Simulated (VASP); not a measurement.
# MoAu6 (Pm-3m) in VASP: a series of runs, part 2 of 2

VASP 6.6.1. Earlier steps stand in the parts before.

### Step 3. Single point, PBE

This run uses another cell than the first one, of 18.37 Å³/atom, 0.479 times its volume.

File INCAR:

```
PREC = Accurate ; ENCUT = 520
EDIFF = 1E-6 ; ISMEAR = 0
SIGMA = 0.1 ; LREAL = False
LASPH = True ; NELM = 100
ALGO = Normal ; ISIF = 2
LWAVE = False ; LCHARG = False
GGA = PE ; NBANDS = 49
```

File KPOINTS:

```
regular mesh
0
Gamma
  4 4 4
```

File POSCAR:

```
MoAu6
1.0
    5.0476464400      0.0000000000      0.0000000000
    0.0000000000      5.0476464400      0.0000000000
    0.0000000000      0.0000000000      5.0476464400
Mo Au
1 6
Direct
    0.0000000000      0.0000000000      0.0000000000
    0.8001218400      0.5000000000      0.5000000000
    0.1998781600      0.5000000000      0.5000000000
    0.5000000000      0.5000000000      0.8001218400
    0.5000000000      0.5000000000      0.1998781600
    0.5000000000      0.1998781600      0.5000000000
    0.5000000000      0.8001218400      0.5000000000
```

Potentials or basis: VASP PAW PBE potentials, release 64 (Mo_sv, Au).

The run is started by

```bash
> cat potpaw_PBE.64/Mo_sv/POTCAR potpaw_PBE.64/Au/POTCAR > POTCAR
> mpirun -np 1 vasp_std > vasp.out
```

OUTCAR:

```text
PREC = Accurate
   ENCUT = 520
   EDIFF = 1E-6
   ISMEAR = 0
   LREAL = False
   LASPH = True
   NELM = 100
   ISIF = 2
   GGA = PE

 ion  position               nearest neighbor table
   1  0.000  0.000  0.000-
   2  0.800  0.500  0.500-   3 2.02   4 2.14   5 2.14   6 2.14   7 2.14   3 3.03
   3  0.200  0.500  0.500-   2 2.02   4 2.14   5 2.14   6 2.14   7 2.14   2 3.03
   4  0.500  0.500  0.800-   5 2.02   3 2.14   2 2.14   6 2.14   7 2.14   5 3.03
   5  0.500  0.500  0.200-   4 2.02   3 2.14   2 2.14   6 2.14   7 2.14   4 3.03
   6  0.500  0.200  0.500-   7 2.02   3 2.14   4 2.14   5 2.14   2 2.14   7 3.03
   7  0.500  0.800  0.500-   6 2.02   3 2.14   4 2.14   5 2.14   2 2.14   6 3.03

  LATTYP: Found a simple cubic cell.
 ALAT       =     5.0476464400

  Lattice vectors:

 A1 = (   5.0476464400,   0.0000000000,   0.0000000000)
 A2 = (   0.0000000000,   5.0476464400,   0.0000000000)
 A3 = (   0.0000000000,   0.0000000000,   5.0476464400)

Analysis of symmetry for initial positions (statically):
[... 171 lines left out ...]
 val. band max:        9.6259787412   @ k =   0.5000   0.2500   0.0000
 cond. band min:       9.6565358254   @ k =   0.5000   0.2500   0.0000
 fundamental gap:      0.0305570841
 Fermi energy:         9.6537063840

 k-point     1 :       0.0000    0.0000    0.0000
  band No.  band energies     occupation
      1     -51.1921      2.00000
      2     -25.2722      2.00000
      3     -25.2722      2.00000
      4     -25.2722      2.00000
      5      -7.4347      2.00000
      6      -2.1686      2.00000
[... 509 lines left out ...]
     48      19.3209      0.00000
     49      19.3209      0.00000

------------------------ aborting loop because EDIFF is reached ----------------------------------------

  FORCE on cell =-STRESS in cart. coord.  units (eV):
  Direction    XX          YY          ZZ          XY          YZ          ZX
  --------------------------------------------------------------------------------------
  -------------------------------------------------------------------------------------
  Total      162.7352289    162.7352289    162.7352289      0.0000000      0.0000000      0.0000000
  in kB     2027.3343533   2027.3343533   2027.3343533      0.0000000      0.0000000      0.0000000
  external PRESSURE =    2027.3343533 kB  Pullay stress =       0.0000000 kB

 VOLUME and BASIS-vectors are now :
 -----------------------------------------------------------------------------
  energy-cutoff  :      520.00
  volume of cell :      128.61
      direct lattice vectors                 reciprocal lattice vectors
     5.047646440  0.000000000  0.000000000     0.198112132  0.000000000  0.000000000
     0.000000000  5.047646440  0.000000000     0.000000000  0.198112132  0.000000000
     0.000000000  0.000000000  5.047646440     0.000000000  0.000000000  0.198112132

 POSITION                                       TOTAL-FORCE (eV/Angst)
 -----------------------------------------------------------------------------------
      0.00000      0.00000      0.00000         0.000000      0.000000     -0.000000
      4.03873      2.52382      2.52382        19.663383      0.000000     -0.000000
      1.00891      2.52382      2.52382       -19.663383     -0.000000      0.000000
      2.52382      2.52382      4.03873        -0.000000     -0.000000     19.663383
      2.52382      2.52382      1.00891         0.000000      0.000000    -19.663383
      2.52382      1.00891      2.52382         0.000000    -19.663383     -0.000000
      2.52382      4.03873      2.52382         0.000000     19.663383      0.000000
 -----------------------------------------------------------------------------------
    total drift:                               -0.000000     -0.000000     -0.000000

  FREE ENERGIE OF THE ION-ELECTRON SYSTEM (eV)
  ---------------------------------------------------
  free  energy   TOTEN  =        26.1865195797 eV

  energy  without entropy=       26.2629689446  energy(sigma->0) =       26.22474426
```

It took 84 s on 1 thread of Intel Xeon 6975P-C (Granite Rapids), shared host; peak memory 0.25 GiB.

Results:

```
Free energy            : 26.1865 eV
Pressure               : 202.7 GPa
Largest force          : 19.663 eV/Å
Band gap on the k mesh : zero (band 40 reaches 9.75 eV, above the bottom of band 41 at 9.09 eV)
```

Forces in eV/Å, atoms in the order of the input:
```
Mo    0.000   0.000   0.000
Au   19.663   0.000   0.000
Au  -19.663   0.000   0.000
Au    0.000   0.000  19.663
Au    0.000   0.000 -19.663
Au    0.000 -19.663   0.000
Au    0.000  19.663   0.000
```

Caveat: spin-orbit coupling is left out, which moves the levels of the heavy elements; forces of over 1 eV/Å act on the atoms, so gaps and moduli don't describe the material at rest.

### Step 4. Single point, PBE

File INCAR:

```
SYSTEM = MoAu6
PREC = Accurate ; ENCUT = 520
EDIFF = 1E-6 ; ISMEAR = 0
SIGMA = 0.1 ; LREAL = .FALSE.
LASPH = .TRUE. ; NELM = 100
ALGO = Normal ; ISIF = 2
LWAVE = .FALSE. ; LCHARG = .TRUE.
GGA = PE ; LELF = .TRUE.
LVHAR = .TRUE. ; NBANDS = 49
```

File KPOINTS:

```
Automatic mesh
0
G
  4 4 4
  0 0 0
```

File POSCAR:

```
MoAu6
1.0
    6.4519339189      0.0000000000      0.0000000000
    0.0000000000      6.4519339189      0.0000000000
    0.0000000000      0.0000000000      6.4519339189
Mo Au
1 6
Direct
    0.0000000000      0.0000000000      0.0000000000
    0.8026151738      0.5000000000      0.5000000000
    0.1973848262      0.5000000000      0.5000000000
    0.5000000000      0.5000000000      0.8026151738
    0.5000000000      0.5000000000      0.1973848262
    0.5000000000      0.1973848262      0.5000000000
    0.5000000000      0.8026151738      0.5000000000
```

The run is started by

```bash
> cat potpaw_PBE.64/Mo_sv/POTCAR potpaw_PBE.64/Au/POTCAR > POTCAR
> mpirun -np 1 vasp_std > vasp.out
```

Wall time 80 s (1 thread of Intel Xeon 6975P-C (Granite Rapids), shared host); peak memory 0.38 GiB.

It converged, with:

| Property | Result |
| --- | --- |
| Free energy | -17.2482 eV |
| Pressure | -0.1 GPa |
| Band gap on the k mesh | zero (band 40 reaches 1.60 eV, above the bottom of band 41 at 1.53 eV) |

Levels at points of the mesh, in eV from the Fermi level:
```tsv
k point	band 36	band 37	band 38	band 39	band 40	band 41	band 42	band 43	band 44	band 45
(0.00, 0.00, 0.00)	-0.35	-0.35	0.01	0.01	0.01	0.07	0.24	0.24	0.27	0.27
(0.50, 0.00, 0.00)	-0.80	-0.07	-0.06	-0.06	-0.03	0.02	0.02	0.67	0.79	1.38
(0.50, 0.50, 0.00)	-1.21	-1.18	-0.22	-0.12	-0.03	-0.03	0.03	0.16	0.52	2.05
(0.50, 0.50, 0.50)	-1.30	-1.17	-1.17	0.04	0.04	0.14	0.14	0.14	0.53	1.33
```

Caveat: spin-orbit coupling is left out, which moves the levels of the heavy elements.

### Step 5. Summary

| cell | k mesh | gap on the mesh (eV) | pressure (GPa) |
| --- | --- | --- | --- |
| a = 6.451 Å, 7 atoms | 6 × 6 × 6 | none | -0.1 |
| a = 5.048 Å, 7 atoms | 4 × 4 × 4 | none | 202.7 |
| a = 6.452 Å, 7 atoms | 4 × 4 × 4 | none | -0.1 |

Alike in all rows: task single point; level PBE; potentials or basis VASP PAW PBE potentials, release 64 (Mo_sv, Au); no spin polarisation; cutoff (eV) 520; smearing gaussian 0.1 eV.

Caveats: spin-orbit coupling is left out, which moves the levels of the heavy elements; forces of over 1 eV/Å act on the atoms, so gaps and moduli don't describe the material at rest (some runs).

Absolute energies hang on the potentials; compare differences alone.
